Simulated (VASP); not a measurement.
# Si36W17 (a cell with a defect) in VASP: further runs, part 2 of 2

VASP 6.6.1.

### Step 3. Single point, PBE

Input file INCAR:

```
SYSTEM = Si36W17
PREC = Accurate
ENCUT = 520
EDIFF = 1E-6
ISMEAR = 1
SIGMA = 0.1
LREAL = Auto
LASPH = .True.
NELM = 100
ALGO = Normal
ISIF = 2
LWAVE = .False.
LCHARG = .True.
GGA = PE
LELF = .True.
LVHAR = .True.
NBANDS = 223
LUSENCCL = .False.
```

Input file KPOINTS:

```
Automatic mesh
0
Gamma
  2 2 2
  0 0 0
```

Input file POSCAR:

```
Si36W17
1.0
    9.6876021900      0.0000000000      0.0000000000
    0.0000000000      9.6876021900      0.0000000000
   -3.2292007300     -3.2292007300      7.8679106400
Si W
36 17
Direct
    0.1143749592      0.1076052758      0.3297302319
    0.2220952485      0.2251444034      0.1679011189
    0.1363611198      0.1189112910      0.8422410095
    0.2264136939      0.2189548823      0.6614667144
    0.1059696605      0.4493541157      0.3372806481
    0.2215673245      0.5503348500      0.1644109929
    0.1146777348      0.4403163126      0.8330498782
    0.2170792595      0.5491942594      0.6553586125
    0.1080463291      0.7688942742      0.3345372260
    0.2197512433      0.8794729035      0.1635227011
    0.1074611608      0.7738205832      0.8274121680
    0.2143870116      0.8765151497      0.6541027517
    0.4386874663      0.1057134303      0.3284595007
    0.5556025132      0.2202880632      0.1657887411
    0.4435668544      0.1016931962      0.8293997350
    0.5486792355      0.2192641813      0.6624097856
    0.4528529791      0.4486311914      0.3376877448
    0.5539699194      0.5566507685      0.1689102814
    0.4435877900      0.4453290877      0.8310991697
    0.5538745689      0.5498756433      0.6555899318
    0.4483033020      0.7686118716      0.3331719334
    0.5511568020      0.8836555914      0.1609094279
    0.4424195469      0.7729333249      0.8281044737
    0.5563163659      0.8758475501      0.6540047588
    0.7752455694      0.1063319546      0.3263289477
    0.8890464190      0.2207307850      0.1674454706
    0.7589173505      0.1190183457      0.8433710427
    0.8881599238      0.2292275198      0.6653287308
    0.7821706193      0.4595856351      0.3499809703
    0.8922341935      0.5518618356      0.1694115580
    0.7753890065      0.4411713191      0.8366575704
    0.8907196676      0.5294337755      0.6746365386
    0.7748031934      0.7804859205      0.3206270528
    0.8908003761      0.8834293055      0.1598468841
    0.7768329766      0.7735203922      0.8271228917
    0.9023050496      0.9886438550      0.7050299951
   -0.0006241445     -0.0007710333     -0.0028336621
    0.0015336030     -0.0019245283      0.4943622491
   -0.0007090445      0.3292464943     -0.0023860210
    0.0009539453      0.3232378230      0.4972086211
    0.0014903077      0.6586806914      0.0021588959
   -0.1380426722      0.7305685523      0.5793874903
    0.3312871689     -0.0070489783     -0.0047112889
    0.3333594370     -0.0036505822      0.4967231046
    0.3368703563      0.3317264622     -0.0008215650
    0.3328243466      0.3287508928      0.4967042940
    0.3281604706      0.6628273919     -0.0086754925
    0.3332320432      0.6622997462      0.4974795952
    0.6647676519     -0.0075193467     -0.0051884168
    0.6617834618     -0.0023167844      0.4951689436
    0.6656472998      0.3353965383      0.0056321179
    0.6630485346      0.3216791292      0.4977400201
    0.6671120377      0.6648848612     -0.0029762666
```

Potentials or basis: VASP PAW PBE potentials, release 64 (Si, W_sv).

Launch:

```sh
$ cat potpaw_PBE.64/Si/POTCAR potpaw_PBE.64/W_sv/POTCAR > POTCAR
$ mpirun -np 1 vasp_std > vasp.out
```

Wall time 5 min (1 × NVIDIA H100 80GB with 1 thread of AMD EPYC 7R13 (Zen 3), shared host); peak memory 2.1 GiB.

The run converged. Its results:

```yaml
Free_energy: -424.2040 eV
Pressure: 2.4 GPa
Largest_force: 0.185 eV/Å
Band_gap_on_the_k_mesh: zero (bands 191 and 192 overlap by 0.43 eV)
```

Forces on the atoms (eV/Å):
```
Si  -0.006 -0.012  0.007
Si   0.013  0.004 -0.015
Si   0.003 -0.021 -0.008
Si  -0.020  0.000  0.004
Si  -0.003  0.020 -0.024
Si  -0.001 -0.001  0.014
Si  -0.009 -0.002 -0.020
Si  -0.011  0.014  0.016
Si   0.014  0.007 -0.022
Si   0.003  0.007  0.015
Si   0.070 -0.009  0.094
Si  -0.080 -0.012  0.017
Si   0.006 -0.006  0.005
Si  -0.003 -0.012 -0.012
Si  -0.002 -0.001  0.004
Si   0.003  0.007  0.001
Si   0.012  0.004 -0.005
Si   0.006 -0.010 -0.006
Si   0.009 -0.001  0.006
Si   0.009  0.019  0.018
Si  -0.013  0.010  0.000
Si   0.000  0.011  0.000
Si   0.011  0.001 -0.003
Si  -0.009 -0.020  0.019
Si   0.005  0.003  0.002
Si  -0.003  0.011  0.010
Si   0.011 -0.013 -0.005
Si   0.013 -0.007  0.007
Si  -0.016  0.028  0.038
Si   0.004 -0.014 -0.001
Si   0.003 -0.007  0.010
Si  -0.032  0.024 -0.058
Si  -0.007 -0.021 -0.006
Si  -0.005 -0.015  0.028
Si   0.066  0.004 -0.079
Si  -0.104 -0.070 -0.032
W    0.042 -0.036 -0.010
W    0.062  0.043 -0.031
W    0.007  0.015  0.011
W    0.022  0.001  0.009
W    0.014  0.005 -0.017
W   -0.180  0.043  0.008
W    0.018  0.013  0.026
W    0.020  0.011 -0.034
W    0.012  0.014  0.013
W   -0.003 -0.012  0.010
W    0.021  0.010  0.024
W    0.017 -0.003 -0.015
W    0.007  0.028  0.005
W    0.004 -0.045 -0.035
W   -0.002  0.007 -0.018
W    0.023  0.032  0.005
W   -0.022 -0.046  0.027
```

Stress tensor (GPa, compression positive):
```
 2.76  0.14  0.07
 0.14  2.65 -0.12
 0.07 -0.12  1.87
```

Levels at points of the mesh, in eV from the Fermi level:
```tsv
k point	band 187	band 188	band 189	band 190	band 191	band 192	band 193	band 194	band 195	band 196
(0.00, 0.00, 0.00)	-0.70	-0.56	-0.46	-0.40	-0.27	0.26	0.54	0.62	0.68	0.76
(0.50, 0.00, 0.00)	-0.61	-0.56	-0.36	-0.22	-0.18	0.16	0.44	0.46	0.74	0.86
(0.00, 0.50, 0.00)	-0.60	-0.53	-0.44	-0.36	-0.22	0.04	0.40	0.47	0.67	0.88
(0.50, 0.50, 0.00)	-0.92	-0.82	-0.64	-0.34	-0.24	-0.07	0.22	0.34	0.44	0.64
(0.00, 0.00, 0.50)	-0.63	-0.32	-0.26	0.18	0.36	0.51	0.64	0.71	0.72	0.82
(0.50, 0.00, 0.50)	-0.79	-0.57	-0.48	-0.36	-0.19	0.31	0.53	0.67	0.69	0.76
(0.00, 0.50, 0.50)	-0.65	-0.56	-0.47	-0.38	-0.12	0.16	0.32	0.47	0.56	0.72
(0.50, 0.50, 0.50)	-0.97	-0.92	-0.69	-0.44	-0.29	-0.06	0.16	0.19	0.39	0.51
```

Caveat: the k points lie up to 0.40 Å⁻¹ apart; spin-orbit coupling is left out, which moves the levels of the heavy elements.

### Step 4. Single point, PBE

Input file INCAR:

```
ALGO     = Normal         # electronic algorithm
EDIFF    = 1E-6           # SCF threshold, eV
ENCUT    = 520            # plane-wave cutoff, eV
GGA      = PE             # functional
ISIF     = 2              # what is computed and relaxed
ISMEAR   = 1              # smearing method
LASPH    = T              # aspherical terms in the spheres
LCHARG   = F              # write CHGCAR
LREAL    = Auto         
LUSENCCL = F            
LWAVE    = F              # write WAVECAR
NBANDS   = 223            # bands
NELM     = 80             # most SCF steps
PREC     = Accurate       # precision mode
SIGMA    = 0.1            # smearing width, eV
```

Input file KPOINTS:

```
k-points
0
Gamma
  2 2 2
```

Input file POSCAR:

```
Si36W17
1.0
    9.6876021900      0.0000000000      0.0000000000
    0.0000000000      9.6876021900      0.0000000000
   -3.2292007300     -3.2292007300      7.8679106400
Si W
36 17
Direct
    0.1141868441      0.1084753172      0.3311078531
    0.2214553624      0.2250920724      0.1678528215
    0.1270026327      0.1177846654      0.8398164776
    0.2260204491      0.2197884632      0.6632391036
    0.1048043448      0.4494962443      0.3378838578
    0.2215174387      0.5516350403      0.1657948418
    0.1148395250      0.4409504591      0.8342171512
    0.2146169185      0.5532342498      0.6579796387
    0.1065031338      0.7710832717      0.3367257359
    0.2193060254      0.8811591727      0.1632801971
    0.1033738376      0.7749002765      0.8274297076
    0.2121618857      0.8769677762      0.6562221200
    0.4395085961      0.1075423431      0.3303803410
    0.5557734728      0.2205259124      0.1661396602
    0.4426370952      0.1027993381      0.8305414613
    0.5495937451      0.2196723737      0.6628462420
    0.4491179469      0.4451538081      0.3366405798
    0.5585267098      0.5581680039      0.1699923984
    0.4431929494      0.4454152743      0.8319931808
    0.5551254270      0.5517251016      0.6597199991
    0.4472727757      0.7733887679      0.3341699112
    0.5530860822      0.8849925681      0.1629731270
    0.4417060303      0.7742346516      0.8293421594
    0.5583952919      0.8795129368      0.6587222755
    0.7752211468      0.1077505103      0.3282183947
    0.8883177665      0.2207865371      0.1666812271
    0.7660246004      0.1166270635      0.8399872981
    0.8885334524      0.2256114130      0.6670937483
    0.7878289621      0.4520793167      0.3454875283
    0.8900653616      0.5522255189      0.1675467682
    0.7761131853      0.4424720079      0.8364985701
    0.8949841040      0.5388683251      0.6728832141
    0.7840405053      0.7850152563      0.3265732311
    0.8912332726      0.8864546907      0.1617110384
    0.7826348570      0.7781244529      0.8364810305
    0.8987344240      0.9474610325      0.6885495080
    0.0026766361      0.0029047627      0.0014016428
    0.0026491696      0.0040157616      0.4961122690
   -0.0007102334      0.3309888741     -0.0007442891
    0.0009806741      0.3253631104      0.4984829111
    0.0015882800      0.6609087057      0.0006000322
   -0.2473325621      0.6963937409      0.5309337118
    0.3322957511     -0.0036927562     -0.0019936678
    0.3339204266     -0.0043371665      0.4977012550
    0.3387437096      0.3347372487      0.0028097675
    0.3329377141      0.3310908174      0.4984286400
    0.3329628790      0.6630518873     -0.0020147661
    0.3333177361      0.6628681178      0.4974254512
    0.6650382362     -0.0047096408     -0.0032903272
    0.6633618487      0.0004186483      0.4969216326
    0.6658757086      0.3349825798      0.0046683296
    0.6653288066      0.3288431690      0.4998898920
    0.6678908805      0.6658058445     -0.0023897069
```

Launch:

```sh
$ cat potpaw_PBE.64/Si/POTCAR potpaw_PBE.64/W_sv/POTCAR > POTCAR
$ mpirun -np 1 vasp_std > vasp.out
```

Wall time 7.4 min (1 × NVIDIA H100 80GB with 1 thread of AMD EPYC 7R13 (Zen 3), shared host); peak memory 2.1 GiB.

Results (log left out):

```yaml
Free_energy: -426.3210 eV
Pressure: 1.3 GPa
Largest_force: 5.796 eV/Å
Band_gap_on_the_k_mesh: zero (bands 191 and 192 overlap by 0.21 eV)
```

Forces on the atoms (eV/Å):
```
Si   0.049  0.028  0.060
Si   0.056 -0.001  0.000
Si  -0.407 -0.026 -0.124
Si   0.033  0.017  0.087
Si   0.009 -0.004  0.027
Si   0.056  0.048  0.070
Si   0.069  0.015  0.044
Si  -0.106  0.180  0.124
Si  -0.037  0.080  0.102
Si   0.068  0.102 -0.011
Si  -0.137  0.063  0.013
Si  -0.080 -0.014  0.100
Si   0.101  0.068  0.094
Si   0.093  0.009  0.015
Si   0.010  0.041  0.050
Si   0.134  0.015  0.018
Si  -0.099 -0.174 -0.045
Si   0.331  0.068  0.052
Si   0.048 -0.011  0.037
Si   0.086  0.041  0.197
Si   0.010  0.248  0.051
Si   0.160  0.040  0.098
Si   0.027  0.048  0.058
Si   0.117  0.107  0.214
Si   0.048  0.039  0.088
Si   0.064  0.020 -0.034
Si   0.565 -0.077 -0.162
Si   0.075 -0.247  0.084
Si   0.495 -0.351 -0.216
Si  -0.001  0.061 -0.080
Si   0.135  0.077 -0.008
Si   0.366  0.569 -0.077
Si   0.508  0.156  0.270
Si   0.071  0.137  0.089
Si   0.257  0.088  0.418
Si   0.194 -2.049 -0.759
W    0.185  0.111  0.196
W    0.124  0.296  0.076
W    0.066  0.079  0.079
W    0.060  0.110  0.060
W    0.120  0.167 -0.082
W   -5.238 -1.043 -2.251
W    0.098  0.136  0.122
W    0.094 -0.041  0.045
W    0.114  0.103  0.169
W    0.053  0.088  0.080
W    0.245 -0.107  0.306
W    0.071  0.036 -0.004
W    0.070  0.146  0.093
W    0.152  0.118  0.080
W    0.121 -0.004 -0.041
W    0.194  0.374  0.096
W    0.105  0.019  0.034
```

Stress tensor (GPa, compression positive):
```
 0.49  0.14 -0.30
 0.14  1.53 -0.06
-0.30 -0.06  1.91
```

Levels at points of the mesh, in eV from the Fermi level:
```csv
k point,band 187,band 188,band 189,band 190,band 191,band 192,band 193,band 194,band 195,band 196
"(0.00, 0.00, 0.00)",-0.53,-0.51,-0.39,-0.35,-0.17,-0.03,0.61,0.68,0.78,0.88
"(0.50, 0.00, 0.00)",-0.55,-0.46,-0.40,-0.27,-0.19,0.06,0.43,0.54,0.75,1.03
"(0.00, 0.50, 0.00)",-0.61,-0.37,-0.33,-0.32,0.02,0.28,0.33,0.44,0.70,0.88
"(0.50, 0.50, 0.00)",-0.98,-0.69,-0.59,-0.51,-0.15,0.04,0.14,0.37,0.58,0.76
"(0.00, 0.00, 0.50)",-0.40,-0.24,-0.17,-0.14,0.18,0.54,0.77,0.79,0.88,0.94
"(0.50, 0.00, 0.50)",-0.55,-0.51,-0.46,-0.34,-0.14,0.06,0.33,0.71,0.80,0.81
"(0.00, 0.50, 0.50)",-0.54,-0.49,-0.40,-0.34,-0.22,0.28,0.42,0.69,0.75,0.82
"(0.50, 0.50, 0.50)",-1.08,-0.89,-0.80,-0.40,-0.15,0.00,0.14,0.29,0.43,0.52
```

Caveat: the k points lie up to 0.40 Å⁻¹ apart; spin-orbit coupling is left out, which moves the levels of the heavy elements.

### Step 5. The runs side by side

```tsv
cell	gap on the mesh (eV)	pressure (GPa)	largest force (eV/Å)
as given, atomic positions A	none	1.2	5.84
as given, atomic positions B	none	2.4	0.18
as given, atomic positions C	none	1.3	5.80
```

Alike in all rows: task single point; level PBE; potentials or basis VASP PAW PBE potentials, release 64 (Si, W_sv); no spin polarisation; k mesh 2 × 2 × 2; cutoff (eV) 520; smearing methfessel-paxton 0.1 eV.

Caveats: all runs use coarse meshes; spin-orbit coupling is left out, which moves the levels of the heavy elements.

Total energies depend on the potentials used, so only differences within one code and one set of settings carry meaning.
